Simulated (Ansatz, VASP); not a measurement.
**One calculation of CdS, two programs**

```
Cd S
1.0
     4.16629    0.00000    0.00000
    -2.08315    3.60811    0.00000
     0.00000    0.00000    6.65464
Cd S
2 2
Direct
  0.33333 0.66667 0.99809
  0.66667 0.33333 0.49809
  0.33333 0.66667 0.37891
  0.66667 0.33333 0.87891
```

Change from the starting cell: strained cell.

Alike in both runs: functional PBEsol; k mesh 6 × 6 × 4; occupations gaussian, width 0.02 eV; no spin polarisation.

Ansatz relaxed the structure, and its values are those at the end. VASP's run is a single point on that final structure, the one shown.

```csv
,VASP,Ansatz
version,VASP 6.6.1,Ansatz 0.2.0
potentials or method,"VASP PAW PBE potentials, release 64 (Cd, S), cutoff 520 eV","scalar-relativistic, plane waves, PAW"
valence electrons in the cell,36,52
```

```tsv
	VASP	Ansatz	Ansatz less VASP
gap on the k mesh at the Fermi level (eV)	1.09	1.09	-0.004
least direct gap on the mesh (eV)	1.09	1.09	-0.004
pressure (GPa)	-0.4	-0.7	-0.36
```

VASP's potentials were made for PBE, not for PBEsol, and Ansatz warns of the same on its side. The functional is the same, so the differences come from potentials, cutoffs and numerics. VASP's potentials hold 36 valence electrons a cell and Ansatz's 52, so a difference there can come from the potentials and not from the codes. Ansatz's warnings: stress scf threshold loose.
